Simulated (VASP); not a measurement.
# TiAl3 (I4mm) in VASP: a series of runs

The runs below take TiAl3 through single point, with PBEsol.

Program: VASP 6.6.1. These are calculated values, not measurements. Logs are shortened: lines on timing, memory, paths and dates and some standing lists are left out, and cuts for length are marked.

## (1) The cell of the first run

The structure is tetragonal, space group I4mm (No. 107). The conventional cell has a = 3.816 Å, b = 3.816 Å, c = 8.554 Å, α = 90.00°, β = 90.00°, γ = 90.00°. Ti (site symmetry 4mm) has 12 Al at 2.70 to 2.87 Å within 3.6 Å. Within 3.6 Å of Al (site symmetry 4mm) lie 4 Ti at 2.70 Å and 8 Al at 2.79 to 2.94 Å. Al (site symmetry 2mm) has 8 Al at 2.70 to 2.94 Å and 4 Ti at 2.87 Å within 3.6 Å.

## (2) Single point, PBEsol (atom 2 (Al) moved -0.100 Å along Cartesian [0 0 1])

The input, INCAR:

```
PREC     = Accurate       # precision mode
ENCUT    = 520            # plane-wave cutoff, eV
EDIFF    = 1E-6           # SCF threshold, eV
ISMEAR   = 0              # smearing method
SIGMA    = 0.15           # smearing width, eV
LREAL    = False          # projectors in reciprocal space
LASPH    = True           # aspherical terms in the spheres
NELM     = 60             # most SCF steps
ALGO     = Fast           # electronic algorithm
ISIF     = 2              # what is computed and relaxed
LWAVE    = False          # write WAVECAR
LCHARG   = True           # write CHGCAR
GGA      = PS             # functional
LELF     = True           # ELF
LVHAR    = True         
NBANDS   = 18             # bands
```

The input, KPOINTS:

```
regular mesh
0
Gamma
  18 18 18
```

The input, POSCAR:

```
TiAl3
1.0
   -1.9077740733      1.9077740733      4.2769968076
    1.9077740733     -1.9077740733      4.2769968076
    1.9077740733      1.9077740733     -4.2769968076
Ti Al
1 3
Direct
    0.0000000000      0.0000000000      0.0000000000
    0.4883095541      0.4883095541      0.0000000000
    0.7500000000      0.2500000000      0.5000000000
    0.2500000000      0.7500000000      0.5000000000
```

Potentials or basis: VASP PAW PBE potentials, release 64 (Ti_sv, Al).

On the command line:

```sh
> cat potpaw_PBE.64/Ti_sv/POTCAR potpaw_PBE.64/Al/POTCAR > POTCAR
> mpirun -np 1 vasp_std > vasp.out
```

OUTCAR:

```text
PREC = Accurate
   ENCUT = 520
   EDIFF = 1E-6
   ISMEAR = 0
   LREAL = False
   LASPH = True
   NELM = 60
   ISIF = 2
   GGA = PS

 ion  position               nearest neighbor table
   1  0.000  0.000  0.000-   2 2.70   2 2.70   2 2.70   2 2.70   4 2.87   3 2.87   4 2.87   3 2.87
                             3 2.87   3 2.87   4 2.87   4 2.87
   2  0.488  0.488  0.000-   1 2.70   1 2.70   1 2.70   1 2.70   4 2.79   3 2.79   4 2.79   3 2.79
                             3 2.94   4 2.94   3 2.94   4 2.94
   3  0.750  0.250  0.500-   4 2.70   4 2.70   4 2.70   4 2.70   2 2.79   2 2.79   1 2.87   1 2.87
                             1 2.87   1 2.87   2 2.94   2 2.94
   4  0.250  0.750  0.500-   3 2.70   3 2.70   3 2.70   3 2.70   2 2.79   2 2.79   1 2.87   1 2.87
                             1 2.87   1 2.87   2 2.94   2 2.94

  LATTYP: Found a body centered tetragonal cell.
 ALAT       =     3.8155481466
 C/A-ratio  =     2.2418780439

  Lattice vectors:

 A1 = (  -1.9077740733,   1.9077740733,   4.2769968076)
 A2 = (   1.9077740733,  -1.9077740733,   4.2769968076)
 A3 = (   1.9077740733,   1.9077740733,  -4.2769968076)

Analysis of symmetry for initial positions (statically):
=====================================================================
 Subroutine PRICEL returns:
 Original cell was already a primitive cell.

 Routine SETGRP: Setting up the symmetry group for a
 body centered tetragonal supercell.

 Subroutine GETGRP returns: Found  8 space group operations
 (whereof  8 operations were pure point group operations)
 out of a pool of 16 trial point group operations.

The static configuration has the point symmetry C_4v.

Analysis of symmetry for dynamics (positions and initial velocities):
=====================================================================
 Subroutine PRICEL returns:
 Original cell was already a primitive cell.

 Routine SETGRP: Setting up the symmetry group for a
 body centered tetragonal supercell.

 Subroutine GETGRP returns: Found  8 space group operations
 (whereof  8 operations were pure point group operations)
 out of a pool of 16 trial point group operations.

The dynamic configuration has the point symmetry C_4v.

 Subroutine INISYM returns: Found  8 space group operations
 (whereof  8 operations are pure point group operations),
 and found     1 'primitive' translations

----------------------------------------------------------------------------------------

                                     Primitive cell

  volume of cell :      62.2663

  direct lattice vectors                    reciprocal lattice vectors
    -1.907774073  1.907774073  4.276996808     0.000000000  0.262085541  0.116904459
     1.907774073 -1.907774073  4.276996808     0.262085541  0.000000000  0.116904459
     1.907774073  1.907774073 -4.276996808     0.262085541  0.262085541  0.000000000

  length of vectors
     5.056867165  5.056867165  5.056867165     0.286976451  0.286976451  0.370644927

  position of ions in fractional coordinates (direct lattice)
     0.000000000  0.000000000  0.000000000
     0.488309554  0.488309554  0.000000000
     0.750000000  0.250000000  0.500000000
     0.250000000  0.750000000  0.500000000

  ion indices of the primitive-cell ions
   primitive index   ion index
                 1           1
                 2           2
                 3           3
                 4           4

----------------------------------------------------------------------------------------

 KPOINTS: regular mesh

Automatic generation of k-mesh.
 Grid dimensions read from file:
 generate k-points for:   18   18   18

 Generating k-lattice:

  Cartesian coordinates                     Fractional coordinates (reciprocal lattice)
     0.000000000  0.014560308  0.006494692     0.055555556  0.000000000  0.000000000
     0.014560308  0.000000000  0.006494692     0.000000000  0.055555556  0.000000000
     0.014560308  0.014560308  0.000000000     0.000000000  0.000000000  0.055555556

  Length of vectors
     0.015943136  0.015943136  0.020591385

  Shift w.r.t. Gamma in fractional coordinates (k-lattice)
     0.000000000  0.000000000  0.000000000

 Subroutine IBZKPT returns following result:
 ===========================================

 Found    480 irreducible k-points:

 Following reciprocal coordinates:
            Coordinates               Weight
  0.000000  0.000000  0.000000      1.000000
  0.055556  0.000000 -0.000000      8.000000
  0.111111  0.000000 -0.000000      8.000000
  0.166667  0.000000 -0.000000      8.000000
  0.222222  0.000000 -0.000000      8.000000
  0.277778  0.000000 -0.000000      8.000000
[... 16 lines left out ...]
 -0.277778  0.055556  0.000000     16.000000
 -0.222222  0.055556  0.000000     16.000000
 [... further k-points ...]
   k-points           NKPTS =    480   k-points in BZ     NKDIM =    480   number of bands    NBANDS=     18
   number of dos      NEDOS =    301   number of ions     NIONS =      4
   total plane-waves  NPLWV =  64000
   dimension x,y,z NGX =    40 NGY =   40 NGZ =   40
   dimension x,y,z NGXF=    80 NGYF=   80 NGZF=   80
   ions per type =               1   3
   NGX,Y,Z   is equivalent  to a cutoff of  13.15, 13.15, 13.15 a.u.
   NGXF,Y,Z  is equivalent  to a cutoff of  26.30, 26.30, 26.30 a.u.
 SYSTEM =  unknown system
   PREC   = accura    normal or accurate (medium, high low for compatibility)
   ISTART =      0    job   : 0-new  1-cont  2-samecut
   ICHARG =      2    charge: 1-file 2-atom 10-const
   ISPIN  =      1    spin polarized calculation?
   LNONCOLLINEAR =      F non collinear calculations
   LSORBIT =      F    spin-orbit coupling
   LASPH  =      T    aspherical Exc in radial PAW
   ENCUT  =  520.0 eV  38.22 Ry    6.18 a.u.   9.40  9.40  9.40*2*pi/ulx,y,z
   NELM   =     60;   NELMIN=  2; NELMDL= -5     # of ELM steps
   EDIFF  = 0.1E-05   stopping-criterion for ELM
   LREAL  =      F    real-space projection
   EDIFFG = 0.1E-04   stopping-criterion for IOM
   NSW    =      0    number of steps for IOM
   IBRION =     -1    ionic relax: 0-MD 1-quasi-New 2-CG
   NFREE  =      0    steps in history (QN), initial steepest desc. (CG)
   ISIF   =      2    stress and relaxation
   ISYM   =      2    0-nonsym 1-usesym 2-fastsym
   POTIM  = 0.5000    time-step for ionic-motion
   TEBEG  =    0.0;   TEEND  =   0.0 temperature during run
   PSTRESS=    0.0 pullay stress
   NELECT =      21.0000    total number of electrons
   NUPDOWN=      -1.0000    fix difference up-down
   EMIN   =  10.00;   EMAX   =-10.00  energy-range for DOS
   EFERMI =   0.00;   METHOD = LEGACY
   ISMEAR =     0;   SIGMA  =   0.15  broadening in eV -4-tet -1-fermi 0-gaus
   EFERMI_NEDOS =   21; number of points for ismear=-14 and -15
   IALGO  =     68    algorithm
   IMIX   =      4    mixing-type and parameters
     AMIX     =   0.40;   BMIX     =  1.00
     AMIX_MAG =   1.60;   BMIX_MAG =  1.00
  volume/ion in A,a.u.               =      15.57       105.05
  Fermi-wavevector in a.u.,A,eV,Ry     =   1.139542  2.153422 17.667926  1.298556
  Thomas-Fermi vector in A             =   2.276245
   LORBIT       =      0    0 simple, 1 ext, 2 COOP (PROOUT), +10 PAW based schemes
   GGA     = PS    functional components
   LHFCALC =     F    Hartree Fock is set to
   AEXX    =    0.0000 exact exchange contribution
   IVDW    =     0    specifies the selected vdW correction
   LEPSILON=     F    determine dielectric tensor
   LRPA    =     F    only Hartree local field effects (RPA)
 non-spin polarized calculation
 RMM-DIIS sequential band-by-band and
 Gauss-broadening in eV      SIGMA  =   0.15
  energy-cutoff  :      520.00
  volume of cell :       62.27
 maximum number of plane-waves:      1696
 NGX is ok and might be reduce to    40
   NGX = 19   NGY = 19   NGZ = 19

 number of electron      20.9999999 magnetization

 Free energy of the ion-electron system (eV)
  ---------------------------------------------------
  ext. energy  EPLUGINS =         0.00000000
  ---------------------------------------------------
  free energy    TOTEN  =       -22.21647283 eV

  energy without entropy =      -22.19720384  energy(sigma->0) =      -22.20683834

 E-fermi :   8.3312     XC(G=0): -10.8944

 val. band max:        8.3288489049   @ k =   0.3333   0.0000  -0.0000
 cond. band min:       8.3319441365   @ k =  -0.2222   0.5000   0.0556
 fundamental gap:      0.0030952316
 Fermi energy:         8.3311752976

 k-point     1 :       0.0000    0.0000    0.0000
  band No.  band energies     occupation
      1     -47.8632      2.00000
      2     -24.2841      2.00000
      3     -24.2841      2.00000
      4     -24.2056      2.00000
      5      -1.8165      2.00000
      6       5.4562      2.00000
[... 10 lines left out ...]
     17      12.1868      0.00000
     18      12.1870      0.00000

 k-point     2 :       0.0556    0.0000   -0.0000
  band No.  band energies     occupation
      1     -47.8631      2.00000
      2     -24.2850      2.00000
      3     -24.2841      2.00000
      4     -24.2056      2.00000
      5      -1.7777      2.00000
      6       5.2327      2.00000
[... 10 lines left out ...]
     17      12.1996      0.00000
     18      12.4294      0.00000

 k-point     3 :       0.1111    0.0000   -0.0000
  band No.  band energies     occupation
      1     -47.8630      2.00000
      2     -24.2876      2.00000
      3     -24.2839      2.00000
      4     -24.2055      2.00000
      5      -1.6617      2.00000
      6       4.9349      2.00000
[... 10 lines left out ...]
     17      12.2424      0.00000
     18      12.9967      0.00000

 k-point     4 :       0.1667    0.0000   -0.0000
  band No.  band energies     occupation
      1     -47.8628      2.00000
      2     -24.2915      2.00000
      3     -24.2837      2.00000
      4     -24.2053      2.00000
      5      -1.4695      2.00000
      6       4.6281      2.00000
[... 375 lines left out ...]
      4     -24.2044      2.00000
      5      -0.4931      2.00000
      6       3.2624      2.00000
[... 10 lines left out ...]
     17      13.1665      0.00000
     18      13.5033      0.00000

 k-point    23 :      -0.2778    0.0556    0.0000
  band No.  band energies     occupation
      1     -47.8623      2.00000
      2     -24.3013      2.00000
      3     -24.2839      2.00000
      4     -24.2046      2.00000
      5      -0.8881      2.00000
      6       3.9120      2.00000
[... 10 lines left out ...]
     17      12.7012      0.00000
     18      13.5523      0.00000

 k-point    24 :      -0.2222    0.0556    0.0000
  band No.  band energies     occupation
      1     -47.8626      2.00000
      2     -24.2962      2.00000
      3     -24.2842      2.00000
      4     -24.2049      2.00000
      5      -1.2145      2.00000
      6       4.4822      2.00000
[... 10 lines left out ...]
     17      12.6546      0.00000
     18      13.8257      0.00000

 [... further k-points ...]

------------------------ aborting loop because EDIFF is reached ----------------------------------------

  FORCE on cell =-STRESS in cart. coord.  units (eV):
  Direction    XX          YY          ZZ          XY          YZ          ZX
  --------------------------------------------------------------------------------------
  -------------------------------------------------------------------------------------
  Total        0.0934617      0.0934617      0.0667218      0.0000000      0.0000000      0.0000000
  in kB        2.4048688      2.4048688      1.7168235      0.0000000      0.0000000      0.0000000
  external PRESSURE =       2.1755204 kB  Pullay stress =       0.0000000 kB

 VOLUME and BASIS-vectors are now :
 -----------------------------------------------------------------------------
  energy-cutoff  :      520.00
  volume of cell :       62.27
      direct lattice vectors                 reciprocal lattice vectors
    -1.907774073  1.907774073  4.276996808     0.000000000  0.262085541  0.116904459
     1.907774073 -1.907774073  4.276996808     0.262085541  0.000000000  0.116904459
     1.907774073  1.907774073 -4.276996808     0.262085541  0.262085541  0.000000000

 POSITION                                       TOTAL-FORCE (eV/Angst)
 -----------------------------------------------------------------------------------
      0.00000      0.00000      0.00000        -0.000000     -0.000000      0.022663
      0.00000      0.00000      4.17700         0.000000      0.000000      0.426706
     -0.00000      1.90777      2.13850        -0.000000     -0.000000     -0.224684
      1.90777     -0.00000      2.13850        -0.000000     -0.000000     -0.224684
 -----------------------------------------------------------------------------------
    total drift:                                0.000000      0.000000     -0.000205

  FREE ENERGIE OF THE ION-ELECTRON SYSTEM (eV)
  ---------------------------------------------------
  free  energy   TOTEN  =       -22.2164728312 eV

  energy  without entropy=      -22.1972038397  energy(sigma->0) =      -22.20683834
```

Wall time 62 min (1 thread of Intel Xeon 8259CL, shared host); peak memory 0.64 GiB.

What came out:

- Free energy: -22.2165 eV
- Pressure: 0.2 GPa
- Largest force: 0.427 eV/Å
- Band gap on the k mesh: zero (an odd number of electrons rules out a gap without spin polarisation)

Forces in eV/Å, atoms in the order of the input:
```
Ti   0.000  0.000  0.023
Al   0.000  0.000  0.427
Al   0.000  0.000 -0.225
Al   0.000  0.000 -0.225
```

Caveat: the cell differs from its parent crystal (atom 2 (Al) moved -0.100 Å along Cartesian [0 0 1]); the PAW data sets were made with another functional, which shifts forces and pressure a little.

## (3) Single point, PBEsol (atom 2 (Al) moved +0.075 Å along Cartesian [0 0 1])

The input, INCAR:

```
SYSTEM = TiAl3
ALGO     = Fast           ! electronic algorithm
EDIFF    = 1E-7           ! SCF threshold, eV
ENCUT    = 520            ! plane-wave cutoff, eV
GGA      = PS             ! functional
ISIF     = 2              ! what is computed and relaxed
ISMEAR   = 0              ! smearing method
LASPH    = .True.         ! aspherical terms in the spheres
LCHARG   = .False.        ! write CHGCAR
LREAL    = .False.        ! projectors in reciprocal space
LWAVE    = .False.        ! write WAVECAR
NBANDS   = 18             ! bands
NELM     = 100            ! most SCF steps
PREC     = Accurate       ! precision mode
SIGMA    = 0.15           ! smearing width, eV
```

The input, KPOINTS:

```
k-points
0
Gamma
  18 18 18
  0 0 0
```

Edit POSCAR of step 2 so:

```diff
@@ -9,3 +9,3 @@
     0.0000000000      0.0000000000      0.0000000000
-    0.4883095541      0.4883095541      0.0000000000
+    0.5087678345      0.5087678345      0.0000000000
     0.7500000000      0.2500000000      0.5000000000
```

Potentials or basis: VASP PAW PBE potentials, release 64 (Ti_sv, Al).

On the command line:

```sh
> cat potpaw_PBE.64/Ti_sv/POTCAR potpaw_PBE.64/Al/POTCAR > POTCAR
> mpirun -np 1 vasp_std > vasp.out
```

Run time: 68 min. Hardware: 1 thread of Intel Xeon 8259CL, shared host; peak memory 0.65 GiB.

It converged, with:

| Quantity | Value |
| --- | --- |
| Free energy | -22.2258 eV |
| Pressure | 0.2 GPa |
| Largest force | 0.318 eV/Å |
| Band gap on the k mesh | zero (an odd number of electrons rules out a gap without spin polarisation) |

Forces on the atoms (eV/Å):
```
Ti   0.000  0.000 -0.017
Al   0.000  0.000 -0.318
Al   0.000  0.000  0.168
Al   0.000  0.000  0.168
```

Stress tensor (GPa, compression positive):
```
0.23 0.00 0.00
0.00 0.23 0.00
0.00 0.00 0.13
```

Levels at points of the mesh, in eV from the Fermi level:
```tsv
k point	band 7	band 8	band 9	band 10	band 11	band 12	band 13	band 14	band 15	band 16
(0.00, 0.00, 0.00)	-2.63	-1.43	-1.24	-1.24	0.85	1.78	1.78	2.22	2.51	3.85
(0.50, 0.00, 0.00)	-3.63	-2.95	-1.06	-0.27	0.51	1.82	2.10	2.73	3.19	4.54
(0.50, 0.50, 0.00)	-4.40	-3.78	-2.69	-2.22	-1.00	1.79	1.96	2.70	2.88	3.24
(0.50, 0.50, 0.50)	-2.02	-0.92	-0.92	-0.25	0.71	0.71	0.97	3.07	4.81	6.15
```

Caveat: the cell differs from its parent crystal (atom 2 (Al) moved +0.075 Å along Cartesian [0 0 1]); the PAW data sets were made with another functional, which shifts forces and pressure a little.

## (4) Single point, PBEsol (atom 2 (Al) moved -0.050 Å along Cartesian [0 0 1])

The input, INCAR:

```
PREC = Accurate
ENCUT = 520
EDIFF = 1E-6
ISMEAR = 0
SIGMA = 0.15
LREAL = False
LASPH = True
NELM = 80
ALGO = Fast
ISIF = 2
LWAVE = False
LCHARG = False
GGA = PS
NBANDS = 18
```

The input, KPOINTS:

```
regular mesh
0
Gamma
  18 18 18
```

Edit POSCAR of step 3 so:

```diff
@@ -9,3 +9,3 @@
     0.0000000000      0.0000000000      0.0000000000
-    0.5087678345      0.5087678345      0.0000000000
+    0.4941547770      0.4941547770      0.0000000000
     0.7500000000      0.2500000000      0.5000000000
```

On the command line:

```sh
> cat potpaw_PBE.64/Ti_sv/POTCAR potpaw_PBE.64/Al/POTCAR > POTCAR
> mpirun -np 1 vasp_std > vasp.out
```

It took 58 min on 1 thread of Intel Xeon 8259CL, shared host; peak memory 0.64 GiB.

Results (log left out):

```
Free energy            : -22.2324 eV
Pressure               : 0.1 GPa
Largest force          : 0.211 eV/Å
Band gap on the k mesh : zero (an odd number of electrons rules out a gap without spin polarisation)
```

Forces in eV/Å, atoms in the order of the input:
```
Ti   0.000  0.000  0.011
Al   0.000  0.000  0.211
Al   0.000  0.000 -0.111
Al   0.000  0.000 -0.111
```

Stress tensor (GPa, compression positive):
```
0.18 0.00 0.00
0.00 0.18 0.00
0.00 0.00 0.07
```

Levels at points of the mesh, in eV from the Fermi level:
```csv
k point,band 7,band 8,band 9,band 10,band 11,band 12,band 13,band 14,band 15,band 16
"(0.00, 0.00, 0.00)",-2.64,-1.44,-1.24,-1.24,0.85,1.77,1.77,2.22,2.51,3.85
"(0.50, 0.00, 0.00)",-3.63,-2.95,-1.06,-0.27,0.51,1.82,2.10,2.74,3.19,4.54
"(0.50, 0.50, 0.00)",-4.39,-3.78,-2.70,-2.22,-1.00,1.78,1.96,2.70,2.87,3.24
"(0.50, 0.50, 0.50)",-2.02,-0.91,-0.91,-0.25,0.71,0.71,0.97,3.07,4.82,6.15
```

Caveat: the cell differs from its parent crystal (atom 2 (Al) moved -0.050 Å along Cartesian [0 0 1]); the PAW data sets were made with another functional, which shifts forces and pressure a little.

## (5) Overview

```tsv
cell	further INCAR settings	gap on the mesh (eV)	pressure (GPa)	largest force (eV/Å)
as given, atomic positions A	ALGO = Fast; EDIFF = 1e-06; NBANDS = 18	none	0.2	0.43
as given, atomic positions B	ALGO = Fast; EDIFF = 1e-07; NBANDS = 18	none	0.2	0.32
as given, atomic positions C	ALGO = Fast; EDIFF = 1e-06; NBANDS = 18	none	0.1	0.21
```

Alike in all rows: task single point; level PBEsol; potentials or basis VASP PAW PBE potentials, release 64 (Ti_sv, Al); no spin polarisation; k mesh 18 × 18 × 18; cutoff (eV) 520; smearing gaussian 0.15 eV.

Caveats: the PAW data sets were made with another functional, which shifts forces and pressure a little.

Absolute energies hang on the potentials; compare differences alone.
